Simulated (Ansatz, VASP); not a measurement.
# Two plane-wave programs on K2ICl

INCAR

```
SYSTEM = K2ICl
ALGO     = Normal         ! electronic algorithm
EDIFF    = 1E-7           ! SCF threshold, eV
ENCUT    = 520            ! plane-wave cutoff, eV
GGA      = PE             ! functional
ISIF     = 2              ! what is computed and relaxed
ISMEAR   = 0              ! smearing method
LASPH    = .True.         ! aspherical terms in the spheres
LCHARG   = .False.        ! write CHGCAR
LREAL    = .False.        ! projectors in reciprocal space
LWAVE    = .False.        ! write WAVECAR
NBANDS   = 24             ! bands
NELM     = 60             ! most SCF steps
PREC     = Accurate       ! precision mode
SIGMA    = 0.01           ! smearing width, eV
```

Contents of KPOINTS:

```
k-points
0
Gamma
  6 6 6
  0 0 0
```

POSCAR

```
K2ICl
1.0
    2.4126416367      1.3929392984      7.9597096560
   -2.4126416367      1.3929392984      7.9597096560
    0.0000000000     -2.7858785968      7.9597096560
Cl I K
1 1 2
Direct
    1.0000000000      0.0000000000      0.0000000000
    0.5000000000      0.5000000000      0.5000000000
    0.2593657158      0.2593657158      0.2593657158
    0.7406342842      0.7406342842      0.7406342842
```

Input for Ansatz:

```yaml
crystal:
  lattice:
    - [2.4126416367, 1.3929392984, 7.959709656]
    - [-2.4126416367, 1.3929392984, 7.959709656]
    - [0.0, -2.7858785968, 7.959709656]
  atoms:
    - { symbol: Cl, position: [1.0, 0.0, 0.0] }
    - { symbol: I, position: [0.5, 0.5, 0.5] }
    - { symbol: K, position: [0.2593657158, 0.2593657158, 0.2593657158] }
    - { symbol: K, position: [0.7406342842, 0.7406342842, 0.7406342842] }
kpoints:
  mp_grid: { grid: [6, 6, 6] }
hamiltonian:
  xc: pbe
scf:
  occupations: { method: fixed }
  n_extra_bands: 5
output:
  forces: true
  stress: true
  eigenvalues: true
```

Alike in both runs: task single point; functional PBE; k mesh 6 × 6 × 6; no spin polarisation.

|  | VASP | Ansatz |
| --- | --- | --- |
| version | VASP 6.6.1 | Ansatz 0.2.0 |
| potentials or method | VASP PAW PBE potentials, release 64 (Cl, I, K_sv) | plane waves, PAW |
| plane-wave cutoff (eV) | 520 | 420 |
| occupations | gaussian, width 0.01 eV | fixed |
| valence electrons in the cell | 32 | 42 |

Ansatz gave:

- gap on the k mesh at the Fermi level (eV): 3.67
- pressure (GPa): -0.4
- rms of the force components (eV/Å): 0.006

Q: What did VASP give for the same quantities?

A: gap on the k mesh at the Fermi level (eV): 3.67; pressure (GPa): -0.3; rms of the force components (eV/Å): 0.006.

Atom by atom the forces differ by 0.000 eV/Å (rms over components). VASP's potentials hold 32 valence electrons a cell and Ansatz's 42, so a difference there can come from the potentials and not from the codes.

Neither program's run includes spin-orbit coupling.
